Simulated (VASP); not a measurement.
Write the native input for VASP 6.6.1 that does the following.

```
Task                   : single point
Functional             : PBEsol
Potentials or basis    : VASP PAW PBE potentials, release 64 (Al, N)
Cutoff                 : 520 eV
k mesh                 : 12 × 12 × 6
Occupations            : gaussian, width 0.05 eV
Spin                   : no spin polarisation
Dipole correction      : no
Further INCAR settings : ALGO = Normal; EDIFF = 1e-06; NBANDS = 16
```

The structure of AlN lies in POSCAR:

```
AlN
1.0
    3.3121160000      0.0165605800      0.0000000000
   -1.6417161200      2.8600957100      0.0000000000
    0.0000000000      0.0000000000      4.1875630000
Al N
2 2
Direct
    0.3333333333      0.6666666667      0.7500000000
    0.6666666667      0.3333333333      0.2500000000
    0.3333333333      0.6666666667      0.2500000000
    0.6666666667      0.3333333333      0.7500000000
```

These files were run (other wordings do the same):

INCAR

```
SYSTEM = AlN
  ALGO = Normal
  EDIFF = 1E-6
  ENCUT = 520
  GGA = PS
  ISIF = 2
  ISMEAR = 0
  LASPH = .TRUE.
  LCHARG = .FALSE.
  LREAL = .FALSE.
  LWAVE = .FALSE.
  NBANDS = 16
  NELM = 80
  PREC = Accurate
  SIGMA = 0.05
```

KPOINTS

```
k-points
0
G
  12 12 6
  0 0 0
```

Potentials or basis: VASP PAW PBE potentials, release 64 (Al, N).

Launch:

```console
$ cat potpaw_PBE.64/Al/POTCAR potpaw_PBE.64/N/POTCAR > POTCAR
$ mpirun -np 1 vasp_std > vasp.out
```

Results of the run:

| Quantity | Value |
| --- | --- |
| Pressure | -3.5 GPa |
| Largest force | 0.133 eV/Å |
| Band gap on the k mesh | 3.19 eV |

Caveat: the cell stands under tension; the PAW data sets were made with another functional, which shifts forces and pressure a little.

Run time: 2.7 min on 1 thread of Intel Xeon 8259CL (shared host), peak memory 0.28 GiB.
